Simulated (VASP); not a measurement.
A run of VASP 6.6.1:

Contents of INCAR:

```
PREC     = Accurate       # precision mode
ENCUT    = 520            # plane-wave cutoff, eV
EDIFF    = 1E-7           # SCF threshold, eV
ISMEAR   = 0              # smearing method
SIGMA    = 0.1            # smearing width, eV
LREAL    = False          # projectors in reciprocal space
LASPH    = True           # aspherical terms in the spheres
NELM     = 60             # most SCF steps
ALGO     = Normal         # electronic algorithm
ISIF     = 2              # what is computed and relaxed
LWAVE    = False          # write WAVECAR
LCHARG   = False          # write CHGCAR
GGA      = PE             # functional
NBANDS   = 28             # bands
```

KPOINTS

```
Automatic mesh
0
Gamma
  10 10 10
```

Contents of POSCAR:

```
La3F
1.0
    0.0000000000      3.8295992795      3.8295992795
    3.8295992795      0.0000000000      3.8295992795
    3.8295992795      3.8295992795      0.0000000000
La F
3 1
Direct
    0.2500000000      0.2500000000      0.2500000000
    0.7500000000      0.7500000000      0.7500000000
    0.0000000000      0.0000000000      0.0000000000
    0.5000000000      0.5000000000      0.5000000000
```

Potentials or basis: VASP PAW PBE potentials, release 64 (La, F).

Command:

```bash
$ cat potpaw_PBE.64/La/POTCAR potpaw_PBE.64/F/POTCAR > POTCAR
$ mpirun -np 1 vasp_std > vasp.out
```

Hardware: 1 thread of Intel(R) Xeon(R) 6975P-C (Granite Rapids), with other jobs on the host.

Task: Estimate the wall time of this run.

Result: It took 2.3 min on 1 thread of Intel(R) Xeon(R) 6975P-C (Granite Rapids), with other jobs on the host, peak memory 0.33 GiB. Counts: scf iterations 17, k points 47.
